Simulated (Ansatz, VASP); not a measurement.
## Sn: VASP beside Ansatz

Contents of INCAR:

```
SYSTEM = Sn
PREC = Accurate
ENCUT = 520
EDIFF = 1E-6
ISMEAR = 0
SIGMA = 0.15
LREAL = .FALSE.
LASPH = .TRUE.
NELM = 100
ALGO = Fast
ISIF = 2
LWAVE = .FALSE.
LCHARG = .FALSE.
GGA = PS
NBANDS = 13
```

Contents of KPOINTS:

```
regular mesh
0
G
  20 20 20
  0 0 0
```

Contents of POSCAR:

```
Sn
1.0
   -1.8560294250      1.9087130250      2.3383420000
    1.8560294250     -1.9087130250      2.3383420000
    1.8560294250      1.9087130250     -2.3383420000
Sn
1
Direct
    0.0000000000      0.0000000000      0.0000000000
```

Input for Ansatz:

```yaml
crystal:
  lattice:
    - [-1.856029425, 1.908713025, 2.338342]
    - [1.856029425, -1.908713025, 2.338342]
    - [1.856029425, 1.908713025, -2.338342]
  atoms:
    - { symbol: Sn, position: [0.0, 0.0, 0.0] }
basis:
  ecutwfc: 420
kpoints:
  mp_grid: { grid: [20, 20, 20] }
hamiltonian:
  xc: pbesol
scf:
  occupations: { method: gaussian, width: 0.15 }
output:
  forces: true
  stress: true
  eigenvalues: true
```

Change from the starting cell: strain +0.0750 x Voigt [1, 1, 0, 0, 0, 0], atoms carried along.

Alike in both runs: task single point; functional PBEsol; k mesh 20 × 20 × 20; occupations gaussian, width 0.15 eV; no spin polarisation.

```csv
,VASP,Ansatz
version,VASP 6.6.1,Ansatz 0.2.0
potentials or method,"VASP PAW PBE potentials, release 64 (Sn_d), cutoff 520 eV","scalar-relativistic, plane waves, PAW"
valence electrons in the cell,14,14
```

|  | VASP | Ansatz | Ansatz less VASP |
| --- | --- | --- | --- |
| gap on the k mesh at the Fermi level (eV) | none | none | - |
| pressure (GPa) | -7.4 | -7.4 | +0.01 |
| traceless stress, the component that is largest in VASP (GPa) | 0.32 | 0.32 | -0.001 |

VASP's potentials were made for PBE, not for PBEsol. A gap of «none» marks a metal or a gap that the smearing closes. With one functional, cell and mesh, what is left measures potentials, basis and numerics.
